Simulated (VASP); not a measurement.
A run of VASP 6.6.1 is set up as follows.

The input INCAR:

```
  ALGO = Normal
  EDIFF = 1E-6
  ENCUT = 520
  GGA = PE
  ISIF = 2
  ISMEAR = 0
  LASPH = True
  LCHARG = True
  LELF = True
  LREAL = False
  LVHAR = True
  LWAVE = False
  NBANDS = 23
  NELM = 60
  PREC = Accurate
  SIGMA = 0.1
```

Contents of KPOINTS:

```
k-points
0
Gamma
  6 6 6
```

POSCAR

```
BaHfH6
1.0
    3.6249620334      2.0928728058      2.4597418056
   -3.6249620334      2.0928728058      2.4597418056
    0.0000000000     -4.1857456116      2.4597418056
Ba Hf H
1 1 6
Direct
    0.5000000000      0.5000000000      0.5000000000
    0.0000000000      0.0000000000      0.0000000000
    0.7084530477      0.0611519405      0.7084530477
    0.0611519405      0.7084530477      0.7084530477
    0.2915469523      0.2915469523      0.9388480595
    0.9388480595      0.2915469523      0.2915469523
    0.2915469523      0.9388480595      0.2915469523
    0.7084530477      0.7084530477      0.0611519405
```

Potentials or basis: VASP PAW PBE potentials, release 64 (Ba_sv, Hf_pv, H).

Run with:

```console
$ cat potpaw_PBE.64/Ba_sv/POTCAR potpaw_PBE.64/Hf_pv/POTCAR potpaw_PBE.64/H/POTCAR > POTCAR
$ mpirun -np 1 vasp_std > vasp.out
```

**Question.** Predict the band gap on the k mesh.

**Answer.** 1.11 eV.

**Question.** Predict the pressure.

**Answer.** 0.1 GPa.

**Question.** Predict the largest force.

**Answer.** 0.035 eV/Å.

Forces on the atoms (eV/Å):
```
Ba   0.000  0.000  0.000
Hf   0.000  0.000  0.000
H    0.022 -0.013  0.024
H   -0.022 -0.013  0.024
H    0.000 -0.025 -0.024
H    0.022  0.013 -0.024
H   -0.022  0.013 -0.024
H    0.000  0.025  0.024
```

Caveat: spin-orbit coupling is left out, which moves the levels of the heavy elements. A k mesh can miss the band edges.
